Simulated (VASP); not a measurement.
Here is a VASP 6.6.1 calculation.

The input POSCAR:

```
GaGe3
1.0
    4.2497505979      0.0000000000      0.0000000000
    0.0000000000      4.2497505979      0.0000000000
    0.0000000000      0.0000000000      4.2497505979
Ge Ga
3 1
Direct
    0.5000000000      0.5000000000      0.0000000000
    0.5000000000      0.0000000000      0.5000000000
    0.0000000000      0.5000000000      0.5000000000
    0.0000000000      0.0000000000      0.0000000000
```

INCAR.step1

```
SYSTEM = GaGe3
  PREC = Accurate
  ENCUT = 520
  ISMEAR = -1
  SIGMA = 0.05
  LREAL = .FALSE.
  LASPH = .TRUE.
  NELM = 80
  NBANDS = 36
  GGA = PE
  ALGO = Normal
  EDIFF = 1E-4
  LWAVE = .TRUE.
  LCHARG = .FALSE.
```

Contents of INCAR.step2:

```
SYSTEM = GaGe3
  PREC = Accurate
  ENCUT = 520
  EDIFF = 1E-6
  ISMEAR = -1
  SIGMA = 0.05
  LREAL = .FALSE.
  LASPH = .TRUE.
  NELM = 80
  ALGO = Normal
  ISIF = 2
  LWAVE = .FALSE.
  LCHARG = .FALSE.
  METAGGA = R2SCAN
  LMIXTAU = .TRUE.
  NBANDS = 36
  ISTART = 1
```

KPOINTS

```
Automatic mesh
0
G
  6 6 6
  0 0 0
```

Potentials or basis: VASP PAW PBE potentials, release 64 (Ge_d, Ga_d).

Launch:

```bash
$ cat potpaw_PBE.64/Ge_d/POTCAR potpaw_PBE.64/Ga_d/POTCAR > POTCAR
$ cp INCAR.step1 INCAR
$ mpirun -np 1 vasp_std > vasp.out
$ cp INCAR.step2 INCAR
$ mpirun -np 1 vasp_std > vasp.out
```

Question: Estimate the band gap on the k mesh.

Answer: Zero (an odd number of electrons rules out a gap without spin polarisation).

Question: Predict the pressure.

Answer: -1.3 GPa.

Caveat: the PAW data sets were made with another functional, which shifts forces and pressure a little.
